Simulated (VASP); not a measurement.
Input of a VASP 6.6.1 run:

The input POSCAR:

```
MgCdSe2
1.0
    1.9756470079      1.1406403318      6.4511070703
   -1.9756470079      1.1406403318      6.4511070703
    0.0000000000     -2.2812806636      6.4511070703
Mg Cd Se
1 1 2
Direct
    1.0000000000      0.0000000000      0.0000000000
    0.5000000000      0.5000000000      0.5000000000
    0.2533357354      0.2533357354      0.2533357354
    0.7466642646      0.7466642646      0.7466642646
```

Contents of INCAR.step1:

```
SYSTEM = MgCdSe2
ALGO     = Normal         ! electronic algorithm
EDIFF    = 1E-4           ! SCF threshold, eV
ENCUT    = 520            ! plane-wave cutoff, eV
GGA      = PE             ! functional
ISMEAR   = 0              ! smearing method
LASPH    = .TRUE.         ! aspherical terms in the spheres
LCHARG   = .FALSE.        ! write CHGCAR
LREAL    = .FALSE.        ! projectors in reciprocal space
LWAVE    = .TRUE.         ! write WAVECAR
NBANDS   = 21             ! bands
NELM     = 80             ! most SCF steps
PREC     = Accurate       ! precision mode
SIGMA    = 0.01           ! smearing width, eV
```

The input INCAR.step2:

```
SYSTEM = MgCdSe2
ALGO     = Normal         ! electronic algorithm
EDIFF    = 1E-7           ! SCF threshold, eV
ENCUT    = 520            ! plane-wave cutoff, eV
ISIF     = 2              ! what is computed and relaxed
ISMEAR   = 0              ! smearing method
ISTART   = 1            
LASPH    = .TRUE.         ! aspherical terms in the spheres
LCHARG   = .FALSE.        ! write CHGCAR
LMIXTAU  = .TRUE.       
LREAL    = .FALSE.        ! projectors in reciprocal space
LWAVE    = .FALSE.        ! write WAVECAR
METAGGA  = R2SCAN         ! meta-GGA
NBANDS   = 21             ! bands
NELM     = 80             ! most SCF steps
PREC     = Accurate       ! precision mode
SIGMA    = 0.01           ! smearing width, eV
```

File KPOINTS:

```
k-points
0
G
  6 6 6
  0 0 0
```

Potentials or basis: VASP PAW PBE potentials, release 64 (Mg, Cd, Se).

Launch:

```console
$ cat potpaw_PBE.64/Mg/POTCAR potpaw_PBE.64/Cd/POTCAR potpaw_PBE.64/Se/POTCAR > POTCAR
$ cp INCAR.step1 INCAR
$ mpirun -np 1 vasp_std > vasp.out
$ cp INCAR.step2 INCAR
$ mpirun -np 1 vasp_std > vasp.out
```

(1) Predict the band gap on the k mesh.

(2) Estimate the pressure.

(3) What does it give for the largest force?

## Answers

(1) 1.14 eV, indirect (least direct gap 1.35 eV).

(2) 0.1 GPa.

(3) 0.056 eV/Å.

Caveat: the PAW data sets were made with another functional, which shifts forces and pressure a little.
